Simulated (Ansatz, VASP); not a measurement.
InP: VASP beside Ansatz

```
In P
1.0
     0.00000    2.85500    2.85500
     2.85500    0.00000    2.85500
     2.85500    2.85500    0.00000
In P
1 1
Direct
  0.00000 0.00000 0.00000
  0.50000 0.50000 0.50000
```

Alike in both runs: task single point; functional PBE; k mesh 6 × 6 × 6; occupations gaussian, width 0.1 eV; no spin polarisation.

|  | VASP | Ansatz |
| --- | --- | --- |
| version | VASP 6.6.1 | Ansatz 0.2.0 |
| potentials or method | VASP PAW PBE potentials, release 64 (In_d, P), cutoff 500 eV | scalar-relativistic, plane waves, PAW |
| valence electrons in the cell | 18 | 18 |

|  | VASP | Ansatz | Ansatz less VASP |
| --- | --- | --- | --- |
| gap on the k mesh at the Fermi level (eV) | none | none | - |
| pressure (GPa) | -5.1 | -5.1 | +0.03 |

A gap of «none» marks a metal or a gap that the smearing closes. With one functional, cell and mesh, what is left measures potentials, basis and numerics.
